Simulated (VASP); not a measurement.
# Nb (a cell with a defect) in VASP: single point with PBE

Aim: the single point of Nb (a cell with a defect) with PBE.

Program: VASP 6.6.1. These are calculated values, not measurements. Logs are shortened: lines on timing, memory, paths and dates and some standing lists are left out, and cuts for length are marked.

### 1 The cell of the first run

The cell holds a defect, 7 atoms: a = 5.843 Å, b = 5.843 Å, c = 5.843 Å, α = 109.47°, β = 109.47°, γ = 109.47°.

### 2 Single point, PBE

INCAR reads:

```
ALGO = Normal
EDIFF = 1E-7
ENCUT = 520
GGA = PE
ISIF = 2
ISMEAR = -1
LASPH = True
LCHARG = False
LREAL = False
LWAVE = False
NBANDS = 54
NELM = 100
PREC = Accurate
SIGMA = 0.05
```

KPOINTS reads:

```
k-points
0
Gamma
  3 3 3
```

POSCAR reads:

```
Nb
1.0
   -3.3736720000      3.3736720000      3.3736720000
    3.3736720000     -3.3736720000      3.3736720000
    3.3736720000      3.3736720000     -3.3736720000
Nb
7
Direct
   -0.0342971990     -0.0346321456     -0.0716682001
    0.0010521177      0.5010163999     -0.0004563277
   -0.0341802641      0.5371048223      0.4999491652
    0.5017629159      0.0011111039      0.0003708126
    0.5365984008     -0.0353620625      0.4999611699
    0.5366965135      0.5363500068      0.0715772013
    0.2511410416      0.2508050575      0.4999539078
```

Potentials or basis: VASP PAW PBE potentials, release 64 (Nb_sv).

Started as:

```console
> cat potpaw_PBE.64/Nb_sv/POTCAR > POTCAR
> mpirun -np 1 vasp_std > vasp.out
```

OUTCAR:

```text
EDIFF = 1E-7
   ENCUT = 520
   GGA = PE
   ISIF = 2
   ISMEAR = -1
   LASPH = True
   LREAL = False
   NELM = 100
   PREC = Accurate

 ion  position               nearest neighbor table
   1  0.966  0.965  0.928-   7 2.73   5 2.89   3 2.89   2 2.94   4 2.94   2 2.94   4 2.94
   2  0.001  0.501  1.000-   1 2.94   3 2.94   5 2.94   6 2.94   1 2.94   3 2.94   5 2.94   6 2.94

   3  0.966  0.537  0.500-   7 2.73   6 2.89   1 2.89   2 2.94   4 2.94   2 2.94   4 2.94
   4  0.502  0.001  0.000-   6 2.94   5 2.94   3 2.94   1 2.94   6 2.94   5 2.94   3 2.94   1 2.94

   5  0.537  0.965  0.500-   7 2.73   1 2.89   6 2.89   4 2.94   2 2.94   4 2.94   2 2.94
   6  0.537  0.536  0.072-   7 2.73   3 2.89   5 2.89   4 2.94   2 2.94   4 2.94   2 2.94
   7  0.251  0.251  0.500-   3 2.73   1 2.73   6 2.73   5 2.73

  LATTYP: Found a body centered cubic cell.
 ALAT       =     6.7473440000

  Lattice vectors:

 A1 = (  -3.3736720000,   3.3736720000,   3.3736720000)
 A2 = (   3.3736720000,  -3.3736720000,   3.3736720000)
 A3 = (   3.3736720000,   3.3736720000,  -3.3736720000)

Analysis of symmetry for initial positions (statically):
=====================================================================
 Subroutine PRICEL returns:
 Original cell was already a primitive cell.

 Routine SETGRP: Setting up the symmetry group for a
 body centered cubic supercell.

 Subroutine GETGRP returns: Found  1 space group operations
 (whereof  1 operations were pure point group operations)
 out of a pool of 48 trial point group operations.

The static configuration has the point symmetry C_1 .

Analysis of symmetry for dynamics (positions and initial velocities):
=====================================================================
 Subroutine PRICEL returns:
 Original cell was already a primitive cell.

 Routine SETGRP: Setting up the symmetry group for a
 body centered cubic supercell.

 Subroutine GETGRP returns: Found  1 space group operations
 (whereof  1 operations were pure point group operations)
 out of a pool of 48 trial point group operations.

The dynamic configuration has the point symmetry C_1 .

 Subroutine INISYM returns: Found  1 space group operations
 (whereof  1 operations are pure point group operations),
 and found     1 'primitive' translations

----------------------------------------------------------------------------------------

                                     Primitive cell
[... 93 lines left out ...]
   NSW    =      0    number of steps for IOM
   IBRION =     -1    ionic relax: 0-MD 1-quasi-New 2-CG
   NFREE  =      0    steps in history (QN), initial steepest desc. (CG)
   ISIF   =      2    stress and relaxation
   ISYM   =      2    0-nonsym 1-usesym 2-fastsym
   POTIM  = 0.5000    time-step for ionic-motion
   TEBEG  =    0.0;   TEEND  =   0.0 temperature during run
   PSTRESS=    0.0 pullay stress
   NELECT =      91.0000    total number of electrons
   NUPDOWN=      -1.0000    fix difference up-down
   EMIN   =  10.00;   EMAX   =-10.00  energy-range for DOS
   EFERMI =   0.00;   METHOD = LEGACY
   ISMEAR =    -1;   SIGMA  =   0.05  broadening in eV -4-tet -1-fermi 0-gaus
   EFERMI_NEDOS =   21; number of points for ismear=-14 and -15
   IALGO  =     38    algorithm
   IMIX   =      4    mixing-type and parameters
     AMIX     =   0.40;   BMIX     =  1.00
     AMIX_MAG =   1.60;   BMIX_MAG =  1.00
  volume/ion in A,a.u.               =      21.94       148.07
  Fermi-wavevector in a.u.,A,eV,Ry     =   1.374989  2.598352 25.723089  1.890594
  Thomas-Fermi vector in A             =   2.500365
   LORBIT       =      0    0 simple, 1 ext, 2 COOP (PROOUT), +10 PAW based schemes
   GGA     = PE    functional components
   LHFCALC =     F    Hartree Fock is set to
   AEXX    =    0.0000 exact exchange contribution
   IVDW    =     0    specifies the selected vdW correction
   LEPSILON=     F    determine dielectric tensor
   LRPA    =     F    only Hartree local field effects (RPA)
 non-spin polarized calculation
  energy-cutoff  :      520.00
  volume of cell :      153.59
 maximum number of plane-waves:      4152
 NGX is ok and might be reduce to    48
   NGX = 21   NGY = 21   NGZ = 21

 number of electron      91.0000000 magnetization

 Free energy of the ion-electron system (eV)
  ---------------------------------------------------
  ext. energy  EPLUGINS =         0.00000000
  ---------------------------------------------------
  free energy    TOTEN  =       -67.40337034 eV

  energy without entropy =      -67.33060327  energy(sigma->0) =      -67.36698680

 E-fermi :   8.8259     XC(G=0): -11.4113

 val. band max:        8.8008852066   @ k =   0.0000   0.0000   0.3333
 cond. band min:       8.8347182824   @ k =   0.0000   0.0000   0.0000
 fundamental gap:      0.0338330758
 Fermi energy:         8.8259260611

 k-point     1 :       0.0000    0.0000    0.0000
  band No.  band energies     occupation
      1     -46.0460      2.00000
      2     -45.9005      2.00000
      3     -45.8238      2.00000
      4     -45.8238      2.00000
      5     -45.8001      2.00000
      6     -45.7873      2.00000
[... 787 lines left out ...]
     53      10.8222      0.00000
     54      10.8657      0.00000

------------------------ aborting loop because EDIFF is reached ----------------------------------------

  FORCE on cell =-STRESS in cart. coord.  units (eV):
  Direction    XX          YY          ZZ          XY          YZ          ZX
  --------------------------------------------------------------------------------------
  -------------------------------------------------------------------------------------
  Total      -11.0332037    -11.0314730    -17.8764657      0.0000569      0.0155658     -0.0022447
  in kB     -115.0916079   -115.0735548   -186.4763158      0.0005935      0.1623733     -0.0234151
  external PRESSURE =    -138.8804928 kB  Pullay stress =       0.0000000 kB

 VOLUME and BASIS-vectors are now :
 -----------------------------------------------------------------------------
  energy-cutoff  :      520.00
  volume of cell :      153.59
      direct lattice vectors                 reciprocal lattice vectors
    -3.373672000  3.373672000  3.373672000     0.000000000  0.148206465  0.148206465
     3.373672000 -3.373672000  3.373672000     0.148206465  0.000000000  0.148206465
     3.373672000  3.373672000 -3.373672000     0.148206465  0.148206465  0.000000000

 POSITION                                       TOTAL-FORCE (eV/Angst)
 -----------------------------------------------------------------------------------
      3.13076      3.13302      3.38291        -0.003665     -0.003578     -0.004958
      5.05885      1.68542     -1.67832         0.000565      0.003648     -0.005809
      0.24032      3.13301      3.38371         0.003703     -0.003598     -0.007496
     -1.68778      1.69029      1.69528        -0.000541     -0.003848     -0.005277
      3.13077      0.24264      3.37797        -0.003649      0.003669      0.012336
      0.24031      0.24265      3.37863         0.003626      0.003644      0.009843
      1.68555      1.68781      0.00672        -0.000039      0.000063      0.001361
 -----------------------------------------------------------------------------------
    total drift:                                0.000013     -0.000020     -0.000083

  FREE ENERGIE OF THE ION-ELECTRON SYSTEM (eV)
  ---------------------------------------------------
  free  energy   TOTEN  =       -67.4033703410 eV

  energy  without entropy=      -67.3306032683  energy(sigma->0) =      -67.36698680
```

Run time: 7.9 min. Hardware: 1 thread of Intel Xeon 8259CL, shared host; peak memory 0.35 GiB.

What came out:

```
Free energy            : -67.4034 eV
Pressure               : -13.9 GPa
Largest force          : 0.013 eV/Å
Band gap on the k mesh : zero (an odd number of electrons rules out a gap without spin polarisation)
```

Forces in eV/Å, atoms in the order of the input:
```
Nb  -0.004 -0.004 -0.005
Nb   0.001  0.004 -0.006
Nb   0.004 -0.004 -0.007
Nb  -0.001 -0.004 -0.005
Nb  -0.004  0.004  0.012
Nb   0.004  0.004  0.010
Nb   0.000  0.000  0.001
```

Levels at points of the mesh, in eV from the Fermi level:
```csv
k point,band 43,band 44,band 45,band 46,band 47,band 48
"(0.00, 0.00, 0.00)",-0.59,0.01,0.01,0.48,0.89,1.68
```

Caveat: the k points lie up to 0.44 Å⁻¹ apart, too coarse for converged energies and pressures of a metal.
